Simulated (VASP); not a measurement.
# GaP4 (Cmmm) in VASP: notebook

Runs on GaP4. Level: PBE. Tasks: single point, relaxation of cell and atoms.

All numbers are computed with VASP 6.6.1; they aren't measurements. Logs are shortened: lines on timing, memory, paths and dates and some standing lists are left out, and cuts for length are marked.

### Step 1. The cell of the first run

The structure is orthorhombic, space group Cmmm (No. 65). Conventional cell: a = 4.596 Å, b = 7.111 Å, c = 6.421 Å, α = 90.00°, β = 90.00°, γ = 90.00°. Ga (site symmetry mmm) has 12 P at 2.95 to 3.42 Å within 3.9 Å. P (site symmetry m) has 4 P at 2.28 to 2.91 Å and 1 Ga at 2.95 Å within 3.0 Å.

### Step 2. Single point, PBE

The input, INCAR:

```
ALGO = Normal ; EDIFF = 1E-6
ENCUT = 520 ; GGA = PE
ISIF = 2 ; ISMEAR = 0
LASPH = T ; LCHARG = F
LREAL = F ; LWAVE = F
NBANDS = 24 ; NELM = 80
PREC = Accurate ; SIGMA = 0.1
```

The input, KPOINTS:

```
k-points
0
Gamma
  4 4 4
```

The input, POSCAR:

```
GaP4
1.0
    2.2981469900     -3.5554279400      0.0000000000
    2.2981469900      3.5554279400      0.0000000000
    0.0000000000      0.0000000000      6.4209498200
Ga P
1 4
Direct
    0.5000000000      0.5000000000      0.0000000000
    0.7953697000      0.2046303000      0.6774049600
    0.2046303000      0.7953697000      0.6774049600
    0.2046303000      0.7953697000      0.3225950400
    0.7953697000      0.2046303000      0.3225950400
```

Potentials or basis: VASP PAW PBE potentials, release 64 (Ga_d, P).

Started as:

```
$ cat potpaw_PBE.64/Ga_d/POTCAR potpaw_PBE.64/P/POTCAR > POTCAR
$ mpirun -np 1 vasp_std > vasp.out
```

OUTCAR:

```text
EDIFF = 1E-6
   ENCUT = 520
   GGA = PE
   ISIF = 2
   ISMEAR = 0
   LASPH = T
   LREAL = F
   NELM = 80
   PREC = Accurate

 ion  position               nearest neighbor table
   1  0.500  0.500  0.000-
   2  0.795  0.205  0.677-   5 2.28   3 2.39   3 2.39   3 2.91
   3  0.205  0.795  0.677-   4 2.28   2 2.39   2 2.39   2 2.91
   4  0.205  0.795  0.323-   3 2.28   5 2.39   5 2.39   5 2.91
   5  0.795  0.205  0.323-   2 2.28   4 2.39   4 2.39   4 2.91

  LATTYP: Found a base centered orthorhombic cell.
 ALAT       =     4.5962939800
 B/A-ratio  =     1.5470846536
 C/A-ratio  =     1.3969841459

  Lattice vectors:

 A1 = (   2.2981469900,  -3.5554279400,   0.0000000000)
 A2 = (   2.2981469900,   3.5554279400,   0.0000000000)
 A3 = (   0.0000000000,   0.0000000000,   6.4209498200)

Analysis of symmetry for initial positions (statically):
=====================================================================
 Subroutine PRICEL returns:
 Original cell was already a primitive cell.

 Routine SETGRP: Setting up the symmetry group for a
 base centered orthorhombic supercell.

 Subroutine GETGRP returns: Found  8 space group operations
 (whereof  8 operations were pure point group operations)
 out of a pool of  8 trial point group operations.

The static configuration has the point symmetry D_2h.

Analysis of symmetry for dynamics (positions and initial velocities):
=====================================================================
 Subroutine PRICEL returns:
 Original cell was already a primitive cell.

 Routine SETGRP: Setting up the symmetry group for a
 base centered orthorhombic supercell.

 Subroutine GETGRP returns: Found  8 space group operations
 (whereof  8 operations were pure point group operations)
 out of a pool of  8 trial point group operations.

The dynamic configuration has the point symmetry D_2h.

 Subroutine INISYM returns: Found  8 space group operations
 (whereof  8 operations are pure point group operations),
 and found     1 'primitive' translations

----------------------------------------------------------------------------------------

                                     Primitive cell

  volume of cell :     104.9298

  direct lattice vectors                    reciprocal lattice vectors
     2.298146990 -3.555427940  0.000000000     0.217566588 -0.140630047  0.000000000
     2.298146990  3.555427940  0.000000000     0.217566588  0.140630047  0.000000000
     0.000000000  0.000000000  6.420949820     0.000000000  0.000000000  0.155740199

  length of vectors
     4.233502973  4.233502973  6.420949820     0.259059898  0.259059898  0.155740199

  position of ions in fractional coordinates (direct lattice)
     0.500000000  0.500000000  0.000000000
     0.795369700  0.204630300  0.677404960
     0.204630300  0.795369700  0.677404960
     0.204630300  0.795369700  0.322595040
     0.795369700  0.204630300  0.322595040

  ion indices of the primitive-cell ions
   primitive index   ion index
                 1           1
                 2           2
                 3           3
                 4           4
                 5           5

----------------------------------------------------------------------------------------

 KPOINTS: k-points

Automatic generation of k-mesh.
 Grid dimensions read from file:
 generate k-points for:    4    4    4

 Generating k-lattice:

  Cartesian coordinates                     Fractional coordinates (reciprocal lattice)
     0.054391647 -0.035157512  0.000000000     0.250000000 -0.000000000  0.000000000
     0.054391647  0.035157512  0.000000000    -0.000000000  0.250000000  0.000000000
     0.000000000  0.000000000  0.038935050     0.000000000  0.000000000  0.250000000

  Length of vectors
     0.064764974  0.064764974  0.038935050

  Shift w.r.t. Gamma in fractional coordinates (k-lattice)
     0.000000000  0.000000000  0.000000000

 Subroutine IBZKPT returns following result:
 ===========================================

 Found     21 irreducible k-points:

 Following reciprocal coordinates:
            Coordinates               Weight
  0.000000  0.000000  0.000000      1.000000
  0.250000  0.000000  0.000000      4.000000
  0.500000  0.000000  0.000000      2.000000
  0.250000  0.250000  0.000000      2.000000
  0.500000  0.250000  0.000000      4.000000
 -0.250000  0.250000  0.000000      2.000000
[... 13 lines left out ...]
 -0.250000  0.250000  0.500000      2.000000
  0.500000  0.500000  0.500000      1.000000
   k-points           NKPTS =     21   k-points in BZ     NKDIM =     21   number of bands    NBANDS=     24
   number of dos      NEDOS =    301   number of ions     NIONS =      5
   total plane-waves  NPLWV =  49152
   dimension x,y,z NGX =    32 NGY =   32 NGZ =   48
   dimension x,y,z NGXF=    64 NGYF=   64 NGZF=   96
   ions per type =               1   4
   NGX,Y,Z   is equivalent  to a cutoff of  12.57, 12.57, 12.43 a.u.
[... 38 lines left out ...]
  energy-cutoff  :      520.00
  volume of cell :      104.93
 maximum number of plane-waves:      2860
   NGX = 15   NGY = 15   NGZ = 23

 number of electron      33.0000009 magnetization

 Free energy of the ion-electron system (eV)
  ---------------------------------------------------
  ext. energy  EPLUGINS =         0.00000000
  ---------------------------------------------------
  free energy    TOTEN  =       -22.56475570 eV

  energy without entropy =      -22.54188783  energy(sigma->0) =      -22.55332176

 E-fermi :   5.1849     XC(G=0):  -9.6615

 val. band max:        5.1649596722   @ k =   0.5000   0.2500   0.0000
 cond. band min:       5.2246872430   @ k =   0.5000   0.0000   0.5000
 fundamental gap:      0.0597275708
 Fermi energy:         5.1849461774

 k-point     1 :       0.0000    0.0000    0.0000
  band No.  band energies     occupation
      1      -9.7937      2.00000
      2      -9.7729      2.00000
      3      -9.7668      2.00000
      4      -9.7413      2.00000
      5      -9.7295      2.00000
      6      -9.2650      2.00000
[... 16 lines left out ...]
     23       9.3405      0.00000
     24       9.4081      0.00000

 k-point     2 :       0.2500    0.0000    0.0000
  band No.  band energies     occupation
      1      -9.7878      2.00000
      2      -9.7707      2.00000
      3      -9.7705      2.00000
      4      -9.7456      2.00000
      5      -9.7266      2.00000
      6      -8.7813      2.00000
[... 16 lines left out ...]
     23       9.7380      0.00000
     24      10.6438      0.00000

 k-point     3 :       0.5000    0.0000    0.0000
  band No.  band energies     occupation
      1      -9.7854      2.00000
      2      -9.7748      2.00000
      3      -9.7685      2.00000
      4      -9.7487      2.00000
      5      -9.7236      2.00000
      6      -7.5970      2.00000
[... 16 lines left out ...]
     23       9.3272      0.00000
     24       9.4455      0.00000

 k-point     4 :       0.2500    0.2500    0.0000
  band No.  band energies     occupation
      1      -9.7845      2.00000
      2      -9.7729      2.00000
      3      -9.7690      2.00000
      4      -9.7504      2.00000
      5      -9.7245      2.00000
      6      -7.7293      2.00000
[... 16 lines left out ...]
     23       9.2186      0.00000
     24       9.3629      0.00000

 k-point     5 :       0.5000    0.2500    0.0000
  band No.  band energies     occupation
      1      -9.7872      2.00000
      2      -9.7723      2.00000
      3      -9.7639      2.00000
      4      -9.7564      2.00000
      5      -9.7228      2.00000
      6      -8.2024      2.00000
[... 370 lines left out ...]
 k-point    19 :       0.5000    0.2500    0.5000
  band No.  band energies     occupation
      1      -9.7863      2.00000
      2      -9.7761      2.00000
      3      -9.7644      2.00000
      4      -9.7635      2.00000
      5      -9.7225      2.00000
      6      -8.1062      2.00000
[... 16 lines left out ...]
     23      10.7899      0.00000
     24      11.3385      0.00000

 k-point    20 :      -0.2500    0.2500    0.5000
  band No.  band energies     occupation
      1      -9.7872      2.00000
      2      -9.7688      2.00000
      3      -9.7686      2.00000
      4      -9.7655      2.00000
      5      -9.7246      2.00000
      6      -8.8038      2.00000
[... 16 lines left out ...]
     23       9.4543      0.00000
     24      10.1222      0.00000

 k-point    21 :       0.5000    0.5000    0.5000
  band No.  band energies     occupation
      1      -9.7896      2.00000
      2      -9.7823      2.00000
      3      -9.7704      2.00000
      4      -9.7582      2.00000
      5      -9.7212      2.00000
      6      -8.3379      2.00000
[... 16 lines left out ...]
     23       9.7294      0.00000
     24      10.3968      0.00000

------------------------ aborting loop because EDIFF is reached ----------------------------------------

  FORCE on cell =-STRESS in cart. coord.  units (eV):
  Direction    XX          YY          ZZ          XY          YZ          ZX
  --------------------------------------------------------------------------------------
  -------------------------------------------------------------------------------------
  Total       -0.3272869     -1.4648891     -4.1504271     -0.0000000      0.0000000      0.0000000
  in kB       -4.9973561    -22.3674441    -63.3730224     -0.0000000      0.0000000      0.0000000
  external PRESSURE =     -30.2459409 kB  Pullay stress =       0.0000000 kB

 VOLUME and BASIS-vectors are now :
 -----------------------------------------------------------------------------
  energy-cutoff  :      520.00
  volume of cell :      104.93
      direct lattice vectors                 reciprocal lattice vectors
     2.298146990 -3.555427940  0.000000000     0.217566588 -0.140630047  0.000000000
     2.298146990  3.555427940  0.000000000     0.217566588  0.140630047  0.000000000
     0.000000000  0.000000000  6.420949820     0.000000000  0.000000000  0.155740199

 POSITION                                       TOTAL-FORCE (eV/Angst)
 -----------------------------------------------------------------------------------
      2.29815      0.00000      0.00000        -0.000000      0.000000      0.000000
      2.29815     -2.10033      4.34958         0.000000     -0.442600     -0.291961
      2.29815      2.10033      4.34958         0.000000      0.442600     -0.291961
      2.29815      2.10033      2.07137         0.000000      0.442600      0.291961
      2.29815     -2.10033      2.07137         0.000000     -0.442600      0.291961
 -----------------------------------------------------------------------------------
    total drift:                               -0.000000     -0.000000     -0.000000

  FREE ENERGIE OF THE ION-ELECTRON SYSTEM (eV)
  ---------------------------------------------------
  free  energy   TOTEN  =       -22.5647556965 eV

  energy  without entropy=      -22.5418878310  energy(sigma->0) =      -22.55332176
```

It took 21 s on 1 thread of Intel Xeon 6975P-C (Granite Rapids), shared host; peak memory 0.22 GiB.

What came out:

| Property | Result |
| --- | --- |
| Free energy | -22.5648 eV |
| Pressure | -3.0 GPa |
| Largest force | 0.530 eV/Å |

Forces on the atoms (eV/Å):
```
Ga   0.000  0.000  0.000
P    0.000 -0.443 -0.292
P    0.000  0.443 -0.292
P    0.000  0.443  0.292
P    0.000 -0.443  0.292
```

Caveat: the k points lie up to 0.41 Å⁻¹ apart.

### Step 3. Relaxation of cell and atoms, PBE

The input, INCAR:

```
  ALGO = Normal
  EDIFF = 1E-7
  EDIFFG = -0.04
  ENCUT = 600
  GGA = PE
  IBRION = 2
  ISIF = 3
  ISMEAR = 0
  LASPH = T
  LCHARG = F
  LREAL = F
  LWAVE = F
  NELM = 80
  NSW = 90
  PREC = Accurate
  SIGMA = 0.1
```

KPOINTS is that of step 2.

POSCAR is that of step 2.

Potentials or basis: VASP PAW PBE potentials, release 64 (Ga_d, P).

Started as:

```
$ cat potpaw_PBE.64/Ga_d/POTCAR potpaw_PBE.64/P/POTCAR > POTCAR
$ mpirun -np 1 vasp_std > vasp.out
```

Run time: 4.3 min. Hardware: 1 thread of Intel Xeon 6975P-C (Granite Rapids), shared host; peak memory 0.28 GiB.

Results (log left out):

```yaml
Free_energy: -22.7927 eV
Relaxed_volume: 19.14 Å³/atom
Relaxed_cell: a = 4.287 Å, b = 4.287 Å, c = 5.799 Å, α = 90.00°, β = 90.00°, γ = 116.12°
Space_group_after_relaxing_to_0.05_Å: Cmmm (No. 65)
Energy_gained_by_relaxing: 45.5 meV/atom
Ionic_steps: 16
Pressure_after_relaxing: 0.0 GPa
Largest_force_after_relaxing: 0.005 eV/Å
```

Forces in eV/Å, atoms in the order of the input:
```
Ga   0.000  0.000  0.000
P    0.000 -0.005  0.000
P    0.000  0.005  0.000
P    0.000  0.005  0.000
P    0.000 -0.005  0.000
```

The path:
```csv
step,energy change (eV),largest force (eV/Å),pressure (GPa),volume (Å³)
1,0.0000,0.5304,-3.02,104.93
2,-0.1055,0.7813,1.06,99.00
3,-0.1121,0.5888,0.19,100.02
4,-0.1629,0.3599,0.03,98.76
5,-0.1900,0.1862,-0.12,96.85
6,-0.2047,0.0757,-0.13,96.40
7,-0.2095,0.0847,-0.11,96.01
8,-0.2184,0.0286,0.31,95.62
9,-0.2206,0.1134,0.62,95.33
10,-0.2245,0.0590,0.09,95.95
11,-0.2251,0.0396,-0.22,96.30
12,-0.2261,0.0296,-0.25,96.21
13,-0.2271,0.0521,-0.27,95.92
14,-0.2272,0.0381,-0.27,96.00
15,-0.2270,0.0498,0.29,95.32
16,-0.2276,0.0048,-0.01,95.69
```

Final structure:
```
Ga P
1.0
     2.26797   -3.63811    0.00000
     2.26797    3.63811    0.00000
     0.00000    0.00000    5.79878
Ga P
1 4
Direct
  0.50000 0.50000 0.00000
  0.80292 0.19708 0.69208
  0.19708 0.80292 0.69208
  0.19708 0.80292 0.30792
  0.80292 0.19708 0.30792
```

Levels at points of the mesh, in eV from the Fermi level:
```csv
k point,band 14,band 15,band 16,band 17,band 18,band 19,band 20
"(0.00, 0.00, 0.00)",-2.52,-1.33,-1.05,-0.68,0.06,0.47,2.10
"(0.50, 0.00, 0.00)",-2.34,-1.31,-0.88,0.71,1.76,2.27,2.88
"(0.50, 0.50, 0.00)",-3.00,-2.61,-2.14,1.16,1.45,3.28,4.22
"(0.00, 0.00, 0.50)",-3.07,-1.83,-1.15,-0.92,0.06,1.04,1.14
"(0.50, 0.00, 0.50)",-3.28,-2.06,-0.42,-0.02,1.13,1.38,2.75
"(0.50, 0.50, 0.50)",-4.04,-1.07,-0.97,0.94,1.68,3.13,3.18
```

Caveat: the k points lie up to 0.41 Å⁻¹ apart in the final cell.

### Step 4. Single point, PBE

This run uses another cell than the first one, of 17.68 Å³/atom, 0.842 times its volume.

The input, INCAR:

```
SYSTEM = GaP4
  PREC = Accurate
  ENCUT = 520
  EDIFF = 1E-7
  ISMEAR = 0
  SIGMA = 0.1
  LREAL = .FALSE.
  LASPH = .TRUE.
  NELM = 60
  ALGO = Normal
  ISIF = 2
  LWAVE = .FALSE.
  LCHARG = .FALSE.
  GGA = PE
  NBANDS = 24
```

The input, KPOINTS:

```
regular mesh
0
G
  10 10 6
  0 0 0
```

The input, POSCAR:

```
GaP4
1.0
    2.4519757529     -2.5536513388      0.0000000000
    2.4519757529      2.5536513388      0.0000000000
    0.0000000000      0.0000000000      7.0584852172
Ga P
1 4
Direct
    0.5000000000      0.5000000000      0.0000000000
    0.7730808839      0.2269191161      0.6669788628
    0.2269191161      0.7730808839      0.6669788628
    0.2269191161      0.7730808839      0.3330211372
    0.7730808839      0.2269191161      0.3330211372
```

Started as:

```
$ cat potpaw_PBE.64/Ga_d/POTCAR potpaw_PBE.64/P/POTCAR > POTCAR
$ mpirun -np 1 vasp_std > vasp.out
```

Wall time 1.9 min (1 thread of Intel Xeon 6975P-C (Granite Rapids), shared host); peak memory 0.35 GiB.

It converged, with:

```
Free energy   : -23.3719 eV
Pressure      : -0.1 GPa
Largest force : 0.036 eV/Å
```

Forces on the atoms (eV/Å):
```
Ga   0.000  0.000  0.000
P    0.000 -0.028 -0.023
P    0.000  0.028 -0.023
P    0.000  0.028  0.023
P    0.000 -0.028  0.023
```

Stress tensor (GPa, compression positive):
```
-0.11  0.00  0.00
 0.00 -0.20  0.00
 0.00  0.00 -0.06
```

Levels at points of the mesh, in eV from the Fermi level:
| k point | band 14 | band 15 | band 16 | band 17 | band 18 | band 19 |
| --- | --- | --- | --- | --- | --- | --- |
| (0.00, 0.00, 0.00) | -3.08 | -2.52 | -1.39 | -0.74 | 0.89 | 3.07 |
| (0.50, 0.00, 0.00) | -1.38 | -0.69 | -0.45 | -0.23 | 0.02 | 0.86 |
| (0.50, 0.50, 0.00) | -4.59 | -4.26 | -1.79 | -0.34 | 2.20 | 2.35 |
| (0.00, 0.00, 0.50) | -3.12 | -2.65 | 0.01 | 1.12 | 2.35 | 2.51 |
| (0.50, 0.00, 0.50) | -2.27 | -1.43 | -1.12 | -0.57 | -0.18 | 0.62 |
| (0.50, 0.50, 0.50) | -3.35 | -3.33 | -1.91 | -0.73 | 0.82 | 1.40 |

### Step 5. Single point, PBE

This run uses another cell than the first one, of 17.66 Å³/atom, 0.842 times its volume.

The input, INCAR:

```
SYSTEM = GaP4
PREC = Accurate ; ENCUT = 520
EDIFF = 1E-6 ; ISMEAR = 0
SIGMA = 0.1 ; LREAL = .FALSE.
LASPH = .TRUE. ; NELM = 80
ALGO = Normal ; ISIF = 2
LWAVE = .FALSE. ; LCHARG = .TRUE.
GGA = PE ; LELF = .TRUE.
LVHAR = .TRUE. ; NBANDS = 24
```

The input, KPOINTS:

```
Automatic mesh
0
G
  10 10 8
  0 0 0
```

The input, POSCAR:

```
GaP4
1.0
    2.4557717899     -2.5551577165      0.0000000000
    2.4557717899      2.5551577165      0.0000000000
    0.0000000000      0.0000000000      7.0364942672
Ga P
1 4
Direct
    0.5000000000      0.5000000000      0.0000000000
    0.7728167149      0.2271832851      0.6672683966
    0.2271832851      0.7728167149      0.6672683966
    0.2271832851      0.7728167149      0.3327316034
    0.7728167149      0.2271832851      0.3327316034
```

Started as:

```
$ cat potpaw_PBE.64/Ga_d/POTCAR potpaw_PBE.64/P/POTCAR > POTCAR
$ mpirun -np 1 vasp_std > vasp.out
```

Wall time 2.1 min (1 thread of Intel Xeon 6975P-C (Granite Rapids), shared host); peak memory 0.39 GiB.

Results (log left out):

```yaml
Free_energy: -23.3778 eV
Pressure: -0.1 GPa
Largest_force: 0.039 eV/Å
```

Forces in eV/Å, atoms in the order of the input:
```
Ga   0.000  0.000  0.000
P    0.000 -0.027 -0.028
P    0.000  0.027 -0.028
P    0.000  0.027  0.028
P    0.000 -0.027  0.028
```

Stress tensor (GPa, compression positive):
```
-0.08  0.00  0.00
 0.00 -0.18  0.00
 0.00  0.00 -0.13
```

Levels at points of the mesh, in eV from the Fermi level:
```tsv
k point	band 12	band 13	band 14	band 15	band 16	band 17	band 18	band 19	band 20	band 21
(0.00, 0.00, 0.00)	-3.94	-3.27	-3.08	-2.48	-1.37	-0.80	0.88	3.07	4.22	4.68
(0.50, 0.00, 0.00)	-3.20	-1.74	-1.37	-0.72	-0.49	-0.25	0.03	0.87	1.20	1.33
(0.50, 0.50, 0.00)	-5.88	-5.86	-4.64	-4.30	-1.79	-0.37	2.20	2.36	2.51	4.48
(0.00, 0.00, 0.50)	-4.68	-4.23	-3.13	-2.66	-0.03	1.11	2.33	2.57	3.69	3.79
(0.50, 0.00, 0.50)	-4.39	-3.13	-2.28	-1.47	-1.12	-0.60	-0.23	0.59	1.40	1.44
(0.50, 0.50, 0.50)	-6.54	-6.09	-3.38	-3.34	-1.91	-0.74	0.81	1.40	1.95	2.66
```

### Step 6. Overview

```tsv
task	cell	k mesh	cutoff (eV)	gap on the mesh (eV)	pressure (GPa)	largest force (eV/Å)
single point	a = 4.234, b = 4.234, c = 6.421 Å, angles 90.0, 90.0, 114.2°, 5 atoms	4 × 4 × 4	520	none	-3.0	0.53
relaxation of cell and atoms	relaxed from a = 4.234, b = 4.234, c = 6.421 Å, angles 90.0, 90.0, 114.2°, 5 atoms	4 × 4 × 4	600	none	0.0	-
single point	a = 3.540, b = 3.540, c = 7.058 Å, angles 90.0, 90.0, 92.3°, 5 atoms	10 × 10 × 6	520	none	-0.1	0.04
single point	a = 3.544, b = 3.544, c = 7.036 Å, angles 90.0, 90.0, 92.3°, 5 atoms	10 × 10 × 8	520	none	-0.1	0.04
```

Alike in all rows: level PBE; potentials or basis VASP PAW PBE potentials, release 64 (Ga_d, P); no spin polarisation; smearing gaussian 0.1 eV.

Caveats: some runs use coarse meshes.

Absolute energies hang on the potentials; compare differences alone.
